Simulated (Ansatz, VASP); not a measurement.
**One calculation of B, two programs**

```
CELL_PARAMETERS angstrom
2.99463 0.00000 0.00000
-1.49731 2.59342 0.00000
0.00000 0.00000 4.03240
ATOMIC_POSITIONS crystal
B 0.00000 0.00000 0.25000
B 0.00000 0.00000 0.75000
B 0.33333 0.66667 0.75000
B 0.66667 0.33333 0.25000
```

Alike in both runs: functional PBE; k mesh 18 × 18 × 12; occupations gaussian, width 0.1 eV; no spin polarisation.

Ansatz relaxed the structure, and its values are those at the end. VASP's run is a single point on that final structure, the one shown.

|  | VASP | Ansatz |
| --- | --- | --- |
| version | VASP 6.6.1 | Ansatz 0.2.0 |
| potentials or method | VASP PAW PBE potentials, release 64 (B), cutoff 520 eV | scalar-relativistic, plane waves, PAW |
| valence electrons in the cell | 12 | 12 |

|  | VASP | Ansatz | Ansatz less VASP |
| --- | --- | --- | --- |
| gap on the k mesh at the Fermi level (eV) | none | none | - |
| pressure (GPa) | 0.0 | 0.0 | -0.05 |

A gap of «none» marks a metal or a gap that the smearing closes.
